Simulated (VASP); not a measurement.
Here is a VASP 6.6.1 calculation.

File INCAR:

```
ALGO     = Normal         # electronic algorithm
EDIFF    = 1E-7           # SCF threshold, eV
ENCUT    = 520            # plane-wave cutoff, eV
GGA      = RP             # functional
ISIF     = 2              # what is computed and relaxed
ISMEAR   = -1             # smearing method
ISPIN    = 2              # spin polarisation
IVDW     = 13             # dispersion correction
LASPH    = True           # aspherical terms in the spheres
LCHARG   = False          # write CHGCAR
LMAXMIX  = 4              # l up to which the mixer works
LORBIT   = 11             # projections on sites
LREAL    = False          # projectors in reciprocal space
LWAVE    = False          # write WAVECAR
MAGMOM   = 3 0            # initial moments
NBANDS   = 18             # bands
NELM     = 150            # most SCF steps
PREC     = Accurate       # precision mode
SIGMA    = 0.05           # smearing width, eV
```

Contents of KPOINTS:

```
k-points
0
Gamma
  11 11 11
```

POSCAR

```
FeO
1.0
    0.0000000000      2.1435266195      2.1435266195
    2.1435266195      0.0000000000      2.1435266195
    2.1435266195      2.1435266195      0.0000000000
Fe O
1 1
Direct
    0.0000000000      0.0000000000      0.0000000000
    0.5000000000      0.5000000000      0.5000000000
```

Potentials or basis: VASP PAW PBE potentials, release 64 (Fe, O).

Run with:

```console
$ cat potpaw_PBE.64/Fe/POTCAR potpaw_PBE.64/O/POTCAR > POTCAR
$ mpirun -np 1 vasp_std > vasp.out
```

Task: Estimate the band gap on the k mesh.

Result: Zero (filled and empty bands overlap).

Task: Estimate the net moment.

Result: 4.00 μB per cell.

Task: Predict the site moments.

Result: Fe +3.62; O +0.30 μB.

Task: Estimate the dispersion energy per atom.

Result: -0.721 eV.

Caveat: a cell with one magnetic atom can't hold antiferromagnetic order, which such compounds often take; semilocal functionals often make such compounds metallic where correlation or magnetic order opens a gap, which also shifts bond lengths.

**What was measured.**

From “W\"ustite: Electric, thermodynamic and optical properties of FeO”, 2012, arxiv:1203.1201, for a bulk crystal of FeO: band gap 2.4 eV (optical).

A measured gap of FeO is 2.4 eV (optical; quoted in “W\"ustite: Electric, thermodynamic and optical properties of FeO”, 2012, arxiv:1203.1201); the calculated 0.00 eV misses it by -2.40 eV. So large a miss can be the level of theory's own, or it may mean another phase, state or a wrong row. The value is that of RPBE+D4 on a finite k mesh, which can miss the band edges, without temperature or zero-point motion. Semilocal functionals fall short of measured gaps as a rule. The run's magnetic order (collinear spin, ferromagnetic start) needn't be the measured crystal's.
